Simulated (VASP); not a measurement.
# CuSi16 (a cell with a defect) in VASP: notebook

Runs on CuSi16 (a cell with a defect). Level: PBE. Tasks: single point.

All numbers are computed with VASP 6.6.1; they aren't measurements. Logs are shortened: lines on timing, memory, paths and dates and some standing lists are left out, and cuts for length are marked.

### Step 1. The cell of the first run

The cell holds a defect, 17 atoms: a = 7.679 Å, b = 7.679 Å, c = 7.679 Å, α = 60.00°, β = 60.00°, γ = 60.00°.

### Step 2. Single point, PBE

File INCAR:

```
SYSTEM = CuSi16
PREC = Accurate
ENCUT = 520
EDIFF = 1E-6
ISMEAR = 0
SIGMA = 0.05
LREAL = Auto
LASPH = .TRUE.
NELM = 60
ALGO = Normal
ISIF = 2
LWAVE = .FALSE.
LCHARG = .FALSE.
GGA = PE
NBANDS = 52
NELECT = 74.0
```

File KPOINTS:

```
regular mesh
0
G
  2 2 2
  0 0 0
```

File POSCAR:

```
CuSi16
1.0
    0.0000000000      5.4300000000      5.4300000000
    5.4300000000      0.0000000000      5.4300000000
    5.4300000000      5.4300000000      0.0000000000
Si Cu
16 1
Direct
   -0.0001537753      0.0096627993     -0.0096412523
    0.1247790055      0.1171000000      0.1305928177
   -0.0071649171      0.0073231123      0.5027770718
    0.1143441068      0.1560124309      0.6149693370
   -0.0031173112      0.4914720074      0.0006856354
    0.1365018416      0.6294552486      0.0974036832
    0.0020695212      0.5274520258      0.4682345304
    0.1216294659      0.6176187845      0.6262725599
    0.4970547882     -0.0094483425      0.0150227440
    0.6272349908      0.1171121547      0.1305602210
    0.4967849908      0.0073803867      0.5027627072
    0.6211208103      0.1138047882      0.6437088398
    0.5108431860      0.4915023020      0.0005558932
    0.6242424494      0.6167984346      0.1345094843
    0.5019250460      0.4884162063      0.5074414365
    0.6342959484      0.6176622468      0.6261038674
    0.2629318600      0.7858813996      0.6881003683
```

Potentials or basis: VASP PAW PBE potentials, release 64 (Si, Cu).

On the command line:

```bash
$ cat potpaw_PBE.64/Si/POTCAR potpaw_PBE.64/Cu/POTCAR > POTCAR
$ mpirun -np 1 vasp_std > vasp.out
```

OUTCAR:

```text
SYSTEM = CuSi16
   PREC = Accurate
   ENCUT = 520
   EDIFF = 1E-6
   ISMEAR = 0
   LREAL = Auto
   LASPH = .TRUE.
   NELM = 60
   ISIF = 2
   GGA = PE
   NELECT = 74.0

 ion  position               nearest neighbor table
   1  1.000  0.010  0.990-   2 2.34  10 2.34   4 2.36   6 2.39  17 2.87
   2  0.125  0.117  0.131-   9 2.33   3 2.34   1 2.34   5 2.35
   3  0.993  0.007  0.503-  12 2.33   2 2.34   4 2.40   8 2.44  17 2.49
   4  0.114  0.156  0.615-   7 2.33  17 2.34   1 2.36   3 2.40  11 2.40
   5  0.997  0.491  0.001-  14 2.34   8 2.35   2 2.35   6 2.35
   6  0.137  0.629  0.097-   7 2.33   5 2.35  13 2.35   1 2.39  17 2.57
   7  0.002  0.527  0.468-  16 2.32   8 2.32   6 2.33   4 2.33
   8  0.122  0.618  0.626-   7 2.32   5 2.35  17 2.37  15 2.39   3 2.44
   9  0.497  0.991  0.015-  12 2.33   2 2.33  10 2.33  14 2.34
  10  0.627  0.117  0.131-   9 2.33  11 2.34   1 2.34  13 2.35
  11  0.497  0.007  0.503-  12 2.33  10 2.34   4 2.40  16 2.44  17 2.49
  12  0.621  0.114  0.644-   9 2.33  11 2.33   3 2.33  15 2.35
  13  0.511  0.492  0.001-  14 2.34  16 2.35  10 2.35   6 2.35
  14  0.624  0.617  0.135-   5 2.34  13 2.34  15 2.34   9 2.34
  15  0.502  0.488  0.507-  14 2.34  12 2.35  16 2.38   8 2.39  17 2.63
  16  0.634  0.618  0.626-   7 2.32  13 2.35  17 2.37  15 2.38  11 2.44
  17  0.263  0.786  0.688-   4 2.34  16 2.37   8 2.37  11 2.49   3 2.49   6 2.57  15 2.63   1 2.87

  LATTYP: Found a face centered cubic cell.
 ALAT       =    10.8600000000

  Lattice vectors:

 A1 = (   0.0000000000,   5.4300000000,   5.4300000000)
 A2 = (   5.4300000000,   0.0000000000,   5.4300000000)
 A3 = (   5.4300000000,   5.4300000000,   0.0000000000)

Analysis of symmetry for initial positions (statically):
=====================================================================
 Subroutine PRICEL returns:
 Original cell was already a primitive cell.

 Routine SETGRP: Setting up the symmetry group for a
 face centered cubic supercell.

 Subroutine GETGRP returns: Found  1 space group operations
 (whereof  1 operations were pure point group operations)
 out of a pool of 48 trial point group operations.

The static configuration has the point symmetry C_1 .

Analysis of symmetry for dynamics (positions and initial velocities):
=====================================================================
 Subroutine PRICEL returns:
 Original cell was already a primitive cell.

 Routine SETGRP: Setting up the symmetry group for a
 face centered cubic supercell.

 Subroutine GETGRP returns: Found  1 space group operations
 (whereof  1 operations were pure point group operations)
 out of a pool of 48 trial point group operations.

The dynamic configuration has the point symmetry C_1 .

 Subroutine INISYM returns: Found  1 space group operations
 (whereof  1 operations are pure point group operations),
 and found     1 'primitive' translations

----------------------------------------------------------------------------------------

                                     Primitive cell

  volume of cell :     320.2060

  direct lattice vectors                    reciprocal lattice vectors
     0.000000000  5.430000000  5.430000000    -0.092081031  0.092081031  0.092081031
     5.430000000  0.000000000  5.430000000     0.092081031 -0.092081031  0.092081031
     5.430000000  5.430000000  0.000000000     0.092081031  0.092081031 -0.092081031

  length of vectors
     7.679179644  7.679179644  7.679179644     0.159489025  0.159489025  0.159489025

  position of ions in fractional coordinates (direct lattice)
     0.999846225  0.009662799  0.990358748
     0.124779006  0.117100000  0.130592818
     0.992835083  0.007323112  0.502777072
     0.114344107  0.156012431  0.614969337
     0.996882689  0.491472007  0.000685635
     0.136501842  0.629455249  0.097403683
[... 9 lines left out ...]
     0.634295948  0.617662247  0.626103867
     0.262931860  0.785881400  0.688100368

  ion indices of the primitive-cell ions
   primitive index   ion index
                 1           1
                 2           2
                 3           3
                 4           4
                 5           5
                 6           6
[... 9 lines left out ...]
                16          16
                17          17

----------------------------------------------------------------------------------------

 KPOINTS: regular mesh

Automatic generation of k-mesh.
 Grid dimensions read from file:
 generate k-points for:    2    2    2

 Generating k-lattice:

  Cartesian coordinates                     Fractional coordinates (reciprocal lattice)
    -0.046040516  0.046040516  0.046040516     0.500000000  0.000000000  0.000000000
     0.046040516 -0.046040516  0.046040516     0.000000000  0.500000000  0.000000000
     0.046040516  0.046040516 -0.046040516     0.000000000  0.000000000  0.500000000

  Length of vectors
     0.079744512  0.079744512  0.079744512

  Shift w.r.t. Gamma in fractional coordinates (k-lattice)
     0.000000000  0.000000000  0.000000000

 Subroutine IBZKPT returns following result:
 ===========================================

 Found      8 irreducible k-points:

 Following reciprocal coordinates:
            Coordinates               Weight
  0.000000  0.000000  0.000000      1.000000
  0.500000  0.000000  0.000000      1.000000
  0.000000  0.500000  0.000000      1.000000
  0.000000  0.000000  0.500000      1.000000
  0.500000  0.500000  0.500000      1.000000
  0.500000  0.500000  0.000000      1.000000
  0.000000  0.500000  0.500000      1.000000
  0.500000  0.000000  0.500000      1.000000
   k-points           NKPTS =      8   k-points in BZ     NKDIM =      8   number of bands    NBANDS=     52
   number of dos      NEDOS =    301   number of ions     NIONS =     17
   total plane-waves  NPLWV = 216000
   dimension x,y,z NGX =    60 NGY =   60 NGZ =   60
   dimension x,y,z NGXF=   120 NGYF=  120 NGZF=  120
   ions per type =              16   1
   NGX,Y,Z   is equivalent  to a cutoff of  12.99, 12.99, 12.99 a.u.
   NGXF,Y,Z  is equivalent  to a cutoff of  25.98, 25.98, 25.98 a.u.
 SYSTEM =  CuSi16
   PREC   = accura    normal or accurate (medium, high low for compatibility)
   ISTART =      0    job   : 0-new  1-cont  2-samecut
   ICHARG =      2    charge: 1-file 2-atom 10-const
   ISPIN  =      1    spin polarized calculation?
   LNONCOLLINEAR =      F non collinear calculations
   LSORBIT =      F    spin-orbit coupling
   LASPH  =      T    aspherical Exc in radial PAW
   ENCUT  =  520.0 eV  38.22 Ry    6.18 a.u.  14.28 14.28 14.28*2*pi/ulx,y,z
   NELM   =     60;   NELMIN=  2; NELMDL= -5     # of ELM steps
   EDIFF  = 0.1E-05   stopping-criterion for ELM
   LREAL  =      T    real-space projection
   EDIFFG = 0.1E-04   stopping-criterion for IOM
   NSW    =      0    number of steps for IOM
   IBRION =     -1    ionic relax: 0-MD 1-quasi-New 2-CG
   NFREE  =      0    steps in history (QN), initial steepest desc. (CG)
   ISIF   =      2    stress and relaxation
   ISYM   =      2    0-nonsym 1-usesym 2-fastsym
   POTIM  = 0.5000    time-step for ionic-motion
   TEBEG  =    0.0;   TEEND  =   0.0 temperature during run
   PSTRESS=    0.0 pullay stress
   NELECT =      74.0000    total number of electrons
   NUPDOWN=      -1.0000    fix difference up-down
   EMIN   =  10.00;   EMAX   =-10.00  energy-range for DOS
   EFERMI =   0.00;   METHOD = LEGACY
   ISMEAR =     0;   SIGMA  =   0.05  broadening in eV -4-tet -1-fermi 0-gaus
   EFERMI_NEDOS =   21; number of points for ismear=-14 and -15
   IALGO  =     38    algorithm
   IMIX   =      4    mixing-type and parameters
     AMIX     =   0.40;   BMIX     =  1.00
     AMIX_MAG =   1.60;   BMIX_MAG =  1.00
  volume/ion in A,a.u.               =      18.84       127.11
  Fermi-wavevector in a.u.,A,eV,Ry     =   1.004636  1.898488 13.732283  1.009294
  Thomas-Fermi vector in A             =   2.137265
   LORBIT       =      0    0 simple, 1 ext, 2 COOP (PROOUT), +10 PAW based schemes
   GGA     = PE    functional components
   LHFCALC =     F    Hartree Fock is set to
   AEXX    =    0.0000 exact exchange contribution
   IVDW    =     0    specifies the selected vdW correction
   LEPSILON=     F    determine dielectric tensor
   LRPA    =     F    only Hartree local field effects (RPA)
 non-spin polarized calculation
 Gauss-broadening in eV      SIGMA  =   0.05
  energy-cutoff  :      520.00
  volume of cell :      320.21
 maximum number of plane-waves:      8646
 NGX is ok and might be reduce to    60
   NGX = 29   NGY = 29   NGZ = 29

 number of electron      73.9999996 magnetization

 Free energy of the ion-electron system (eV)
  ---------------------------------------------------
  ext. energy  EPLUGINS =         0.00000000
  ---------------------------------------------------
  free energy    TOTEN  =       -94.22051879 eV

  energy without entropy =      -94.22045096  energy(sigma->0) =      -94.22048487

 E-fermi :   6.3909     XC(G=0):  -9.6087

 val. band max:        6.2831424465   @ k =   0.0000   0.0000   0.0000
 cond. band min:       6.4986453711   @ k =   0.0000   0.0000   0.0000
 fundamental gap:      0.2155029245
 Fermi energy:         6.3908939696

 k-point     1 :       0.0000    0.0000    0.0000
  band No.  band energies     occupation
      1      -5.8948      2.00000
      2      -3.5324      2.00000
      3      -3.5172      2.00000
      4      -3.4840      2.00000
      5      -3.4662      2.00000
      6      -2.0281      2.00000
[... 41 lines left out ...]
     48       8.4688      0.00000
     49       8.6263      0.00000

 k-point     2 :       0.5000    0.0000    0.0000
  band No.  band energies     occupation
      1      -5.2077      2.00000
      2      -4.9542      2.00000
      3      -3.3009      2.00000
      4      -3.2609      2.00000
      5      -3.1590      2.00000
      6      -3.0382      2.00000
[... 304 lines left out ...]
 k-point     8 :       0.5000    0.0000    0.5000
  band No.  band energies     occupation
      1      -4.9341      2.00000
      2      -4.7172      2.00000
      3      -3.8751      2.00000
      4      -3.7783      2.00000
      5      -3.7464      2.00000
      6      -3.7382      2.00000
[... 41 lines left out ...]
     48      10.4841      0.00000
     49      10.5115      0.00000
 [bands above 49 left out]

------------------------ aborting loop because EDIFF is reached ----------------------------------------

  FORCE on cell =-STRESS in cart. coord.  units (eV):
  Direction    XX          YY          ZZ          XY          YZ          ZX
  --------------------------------------------------------------------------------------
  -------------------------------------------------------------------------------------
  Total       -2.1202830     -1.4674675     -1.4655076     -0.0838907      0.5765650      0.0827090
  in kB      -10.6090118     -7.3425952     -7.3327886     -0.4197542      2.8848908      0.4138414
  external PRESSURE =      -8.4281319 kB  Pullay stress =       0.0000000 kB

 VOLUME and BASIS-vectors are now :
 -----------------------------------------------------------------------------
  energy-cutoff  :      520.00
  volume of cell :      320.21
      direct lattice vectors                 reciprocal lattice vectors
     0.000000000  5.430000000  5.430000000    -0.092081031  0.092081031  0.092081031
     5.430000000  0.000000000  5.430000000     0.092081031 -0.092081031  0.092081031
     5.430000000  5.430000000  0.000000000     0.092081031  0.092081031 -0.092081031

 POSITION                                       TOTAL-FORCE (eV/Angst)
 -----------------------------------------------------------------------------------
      5.43012     10.80681      5.48163         0.000944      0.004335     -0.005239
      1.34497      1.38667      1.31340         0.004110      0.000765     -0.002407
      2.76984      8.12117      5.43086         0.000893     -0.005198     -0.009563
      4.18643      3.96017      1.46804         0.003414     -0.002507      0.005310
      2.67242      5.41680      8.08177         0.000408     -0.003278      0.005089
      3.94684      1.27011      4.15915         0.015852      0.003473     -0.003301
[... 9 lines left out ...]
      6.75365      6.84397      6.79813        -0.004568      0.003658      0.015957
      8.00372      5.16410      5.69506        -0.019213      0.000753     -0.002062
 -----------------------------------------------------------------------------------
    total drift:                               -0.003140     -0.005449      0.004051

  FREE ENERGIE OF THE ION-ELECTRON SYSTEM (eV)
  ---------------------------------------------------
  free  energy   TOTEN  =       -94.2205187887 eV

  energy  without entropy=      -94.2204509605  energy(sigma->0) =      -94.22048487
```

Wall time 3.3 min (1 thread of Intel Xeon 6975P-C (Granite Rapids), shared host); peak memory 0.48 GiB.

What came out:

| Property | Result |
| --- | --- |
| Free energy | -94.2205 eV |
| Largest force | 0.019 eV/Å |

Forces in eV/Å, atoms in the order of the input:
```
Si   0.001  0.004 -0.005
Si   0.004  0.001 -0.002
Si   0.001 -0.005 -0.010
Si   0.003 -0.003  0.005
Si   0.000 -0.003  0.005
Si   0.016  0.003 -0.003
Si  -0.004  0.008 -0.009
Si  -0.006 -0.017 -0.001
Si   0.005 -0.001  0.003
Si   0.006  0.003  0.000
Si  -0.001  0.008  0.005
Si   0.000  0.000 -0.001
Si  -0.001 -0.006  0.003
Si   0.003  0.000 -0.002
Si  -0.004  0.002 -0.001
Si  -0.005  0.004  0.016
Cu  -0.019  0.001 -0.002
```

Caveat: the k points lie up to 0.50 Å⁻¹ apart; the cell carries a net charge on a neutralising background, which shifts energy and pressure; the cell is charged against a uniform background, so pressure and absolute levels hang on convention.

### Step 3. Single point, PBE

File INCAR:

```
SYSTEM = CuSi16
PREC = Accurate
ENCUT = 520
EDIFF = 1E-6
ISMEAR = 0
SIGMA = 0.05
LREAL = Auto
LASPH = .True.
NELM = 60
ALGO = Normal
ISIF = 2
LWAVE = .False.
LCHARG = .True.
GGA = PE
LELF = .True.
LVHAR = .True.
NELECT = 74.0
NBANDS = 52
```

File KPOINTS:

```
Automatic mesh
0
Gamma
  2 2 2
  0 0 0
```

File POSCAR:

```
CuSi16
1.0
    0.0000000000      5.4300000000      5.4300000000
    5.4300000000      0.0000000000      5.4300000000
    5.4300000000      5.4300000000      0.0000000000
Si Cu
16 1
Direct
    0.0086700737     -0.0002951197     -0.0058975138
    0.1159363720      0.1247789134      0.1343941989
   -0.0311231123      0.0105713628      0.5100041436
    0.1180392265      0.1317147330      0.6219023941
    0.0086445672      0.4974156538     -0.0058151013
    0.1350813076      0.6274538674      0.1099470534
    0.0117580110      0.5034574586      0.4812922652
    0.1179763352      0.6282754144      0.6219774401
    0.4965833333     -0.0114976980      0.0260862799
    0.6342746777      0.1276877532      0.1236398711
    0.5077039595      0.0026720994      0.4981744936
    0.5974859116      0.1234159300      0.6554061694
    0.5088050645      0.5003639963     -0.0097481584
    0.6342357274      0.6140594843      0.1238011050
    0.5076684162      0.4911954880      0.4983663904
    0.6371373849      0.6227180479      0.6172847145
    0.3392343462      0.8634509208      0.4336008287
```

Potentials or basis: VASP PAW PBE potentials, release 64 (Si, Cu).

On the command line:

```bash
$ cat potpaw_PBE.64/Si/POTCAR potpaw_PBE.64/Cu/POTCAR > POTCAR
$ mpirun -np 1 vasp_std > vasp.out
```

It took 3.6 min on 1 thread of Intel Xeon 6975P-C (Granite Rapids), shared host; peak memory 0.49 GiB.

It converged, with:

```yaml
Free_energy: -94.2200 eV
Largest_force: 0.021 eV/Å
```

Forces on the atoms (eV/Å):
```
Si   0.000 -0.002  0.001
Si  -0.004  0.003  0.005
Si  -0.001 -0.006 -0.003
Si   0.004  0.002  0.007
Si  -0.002 -0.003  0.000
Si   0.001 -0.003 -0.002
Si   0.002 -0.001 -0.003
Si  -0.006  0.002 -0.004
Si  -0.001 -0.014  0.002
Si   0.003  0.000 -0.005
Si   0.014 -0.002  0.005
Si  -0.005  0.005  0.006
Si  -0.001 -0.001  0.001
Si   0.004  0.001 -0.002
Si  -0.008 -0.004 -0.013
Si   0.001  0.002  0.000
Cu  -0.002  0.020  0.003
```

Levels at points of the mesh, in eV from the Fermi level:
| k point | band 35 | band 36 | band 37 | band 38 | band 39 | band 40 |
| --- | --- | --- | --- | --- | --- | --- |
| (0.00, 0.00, 0.00) | -0.63 | -0.20 | -0.11 | 0.11 | 0.50 | 0.60 |
| (0.50, 0.00, 0.00) | -0.88 | -0.79 | -0.78 | 0.47 | 1.21 | 1.30 |
| (0.00, 0.50, 0.00) | -0.85 | -0.83 | -0.71 | 0.56 | 1.13 | 1.30 |
| (0.00, 0.00, 0.50) | -0.87 | -0.70 | -0.53 | 0.54 | 1.03 | 1.31 |
| (0.50, 0.50, 0.50) | -0.85 | -0.83 | -0.71 | 0.56 | 1.13 | 1.30 |
| (0.50, 0.50, 0.00) | -1.44 | -1.41 | -1.00 | 0.66 | 1.04 | 1.99 |
| (0.00, 0.50, 0.50) | -1.44 | -1.41 | -1.00 | 0.66 | 1.04 | 1.99 |
| (0.50, 0.00, 0.50) | -1.49 | -1.40 | -1.05 | 0.68 | 1.03 | 2.00 |

Caveat: the k points lie up to 0.50 Å⁻¹ apart; the cell carries a net charge on a neutralising background, which shifts energy and pressure; the cell is charged against a uniform background, so pressure and absolute levels hang on convention.
